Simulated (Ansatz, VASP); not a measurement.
**One calculation of I, two programs**

The input POSCAR:

```
I
1.0
    3.6350350000     -2.3950200000      0.0000000000
    3.6350350000      2.3950200000      0.0000000000
    0.0000000000      0.0000000000      9.7934400000
I
4
Direct
    0.6493000000      0.3507000000      0.3844000000
    0.1493000000      0.8507000000      0.1156000000
    0.3507000000      0.6493000000      0.6156000000
    0.8507000000      0.1493000000      0.8844000000
```

The input INCAR.step1:

```
SYSTEM = I
ALGO     = Normal         ! electronic algorithm
EDIFF    = 1E-5           ! SCF threshold, eV
ENCUT    = 520            ! plane-wave cutoff, eV
GGA      = PE             ! functional
ISIF     = 2              ! what is computed and relaxed
ISMEAR   = -1             ! smearing method
LASPH    = .TRUE.         ! aspherical terms in the spheres
LREAL    = .FALSE.        ! projectors in reciprocal space
LWAVE    = .TRUE.         ! write WAVECAR
NBANDS   = 22             ! bands
NELM     = 100            ! most SCF steps
PREC     = Accurate       ! precision mode
SIGMA    = 0.05           ! smearing width, eV
```

Contents of INCAR.step2:

```
SYSTEM = I
AEXX     = 1.0            ! exact-exchange fraction
AGGAC    = 0.0          
ALDAC    = 0.0          
ALGO     = Normal         ! electronic algorithm
EDIFF    = 1E-6           ! SCF threshold, eV
ENCUT    = 520            ! plane-wave cutoff, eV
GGA      = PE             ! functional
ISIF     = 2              ! what is computed and relaxed
ISMEAR   = -1             ! smearing method
ISTART   = 1            
LASPH    = .TRUE.         ! aspherical terms in the spheres
LCHARG   = .TRUE.         ! write CHGCAR
LELF     = .TRUE.         ! ELF
LHFCALC  = .TRUE.         ! exact exchange
LREAL    = .FALSE.        ! projectors in reciprocal space
LVHAR    = .TRUE.       
LWAVE    = .FALSE.        ! write WAVECAR
NBANDS   = 22             ! bands
NELM     = 100            ! most SCF steps
PREC     = Accurate       ! precision mode
PRECFOCK = Normal       
SIGMA    = 0.05           ! smearing width, eV
```

File KPOINTS:

```
k-points
0
G
  4 4 2
  0 0 0
```

input.yaml

```yaml
crystal:
  lattice:
    - [3.635035, -2.39502, 0.0]
    - [3.635035, 2.39502, 0.0]
    - [0.0, 0.0, 9.79344]
  atoms:
    - { symbol: I, position: [0.6493, 0.3507, 0.3844] }
    - { symbol: I, position: [0.1493, 0.8507, 0.1156] }
    - { symbol: I, position: [0.3507, 0.6493, 0.6156] }
    - { symbol: I, position: [0.8507, 0.1493, 0.8844] }
hamiltonian:
  xc: hf
  pseudopotentials: { kind: paw }
kpoints:
  mp_grid: { grid: [4, 4, 2] }
  band_path:
    path:
      - [[0.0, 0.0, 0.0], [0.3585278261, -0.3585278261, 0.0], [0.0, -0.5, 0.0], [0.0, -0.5, -0.5], [0.3585278261, -0.3585278261, -0.5], [0.0, 0.0, -0.5], [0.0, 0.0, 0.0], [-0.5, -0.5, 0.0], [-0.3585278261, -0.6414721739, 0.0], [-0.3585278261, -0.6414721739, -0.5], [-0.5, -0.5, -0.5], [-0.5, -0.5, 0.0]]
      - [[0.0, 0.0, -0.5], [-0.5, -0.5, -0.5]]
    npoints: 4
scf:
  occupations: { method: fermi_dirac, width: 0.05 }
  n_extra_bands: 10
output:
  forces: true
  stress: true
  eigenvalues: true
  fatbands: false
  write_density: true
  write_potential: true
  elf: true
  volumetric_format: npy
```

Alike in both runs: functional HF; k mesh 4 × 4 × 2; occupations fermi-dirac, width 0.05 eV; no spin polarisation.

```csv
,VASP,Ansatz
version,VASP 6.6.1,Ansatz 0.2.0
potentials or method,"VASP PAW PBE potentials, release 64 (I)",Ansatz PAW
plane-wave cutoff (eV),520,420
valence electrons in the cell,28,68
task,single point,band structure
```

```csv
,VASP,Ansatz,Ansatz less VASP
gap on the k mesh at the Fermi level (eV),8.23,8.19,-0.039
least direct gap on the mesh (eV),8.66,8.64,-0.014
pressure (GPa),2.9,3.7,+0.78
"traceless stress, the component that is largest in VASP (GPa)",0.52,0.48,-0.038
rms of the force components (eV/Å),0.409,0.308,-0.1008
```

VASP's potentials were made for PBE, not for HF. Atom by atom the forces differ by 0.104 eV/Å (rms over components). The functional is the same, so the differences come from potentials, cutoffs and numerics. VASP's potentials hold 28 valence electrons a cell and Ansatz's 68, so a difference there can come from the potentials and not from the codes.

Spin-orbit coupling is off throughout.
